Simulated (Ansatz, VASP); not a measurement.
# One calculation of InO2, two programs

```xyz
3
Lattice="3.2941 0.0000 0.0000 -1.6470 2.8528 0.0000 0.0000 0.0000 4.3488" Properties=species:S:1:pos:R:3 pbc="T T T"
In    0.0000    0.0000    0.0000
O     0.0000    1.9018    3.1959
O     0.0000    1.9018    1.1529
```

Change from the starting cell: species swapped into the Te2Mo type (P-6m2, No. 187).

Alike in both runs: functional PBE; k mesh 12 × 12 × 2; occupations gaussian, width 0.1 eV; collinear spin.

Ansatz relaxed the structure, and its values are those at the end. VASP's run is a single point on that final structure, the one shown.

|  | VASP | Ansatz |
| --- | --- | --- |
| version | VASP 6.6.1 | Ansatz 0.2.0 |
| potentials or method | VASP PAW PBE potentials, release 64 (In_d, O), cutoff 520 eV | scalar-relativistic, plane waves, PAW |
| valence electrons in the cell | 25 | 25 |

|  | VASP | Ansatz | Ansatz less VASP |
| --- | --- | --- | --- |
| pressure (GPa) | 0.3 | 0.1 | -0.28 |
| rms of the force components (eV/Å) | 0.032 | 0.009 | -0.0234 |
| net moment per atom (μB) | 0.00 | 0.00 | 0.000 |

Ansatz's warnings: filled band counts differ across k points, seeded moment not kept.

The k mesh is coarse, so the values compare programs but aren't converged.
